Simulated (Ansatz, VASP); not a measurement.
One calculation of TlBr, two programs

```
Tl Br
1.0
     3.99491    0.00000    0.00000
     0.00000    3.99491    0.00000
     0.00000    0.00000    3.99491
Tl Br
1 1
Direct
  0.00000 0.00000 0.00000
  0.50000 0.50000 0.50000
```

Alike in both runs: task single point; functional PBE; k mesh 4 × 4 × 4; non-collinear spin, spin-orbit coupling.

```csv
,VASP,Ansatz
version,VASP 6.6.1,Ansatz 0.2.0
potentials or method,"VASP PAW PBE potentials, release 64 (Tl_d, Br)","plane waves, PAW"
plane-wave cutoff (eV),500,420
occupations,"gaussian, width 0.01 eV",fixed
valence electrons in the cell,20,20
```

```tsv
	VASP	Ansatz	Ansatz less VASP
net moment per atom (μB)	0.00	0.00	0.000
```

Ansatz's warnings: optics gap not shown off mesh.

The k mesh is coarse, so the values compare programs but aren't converged.
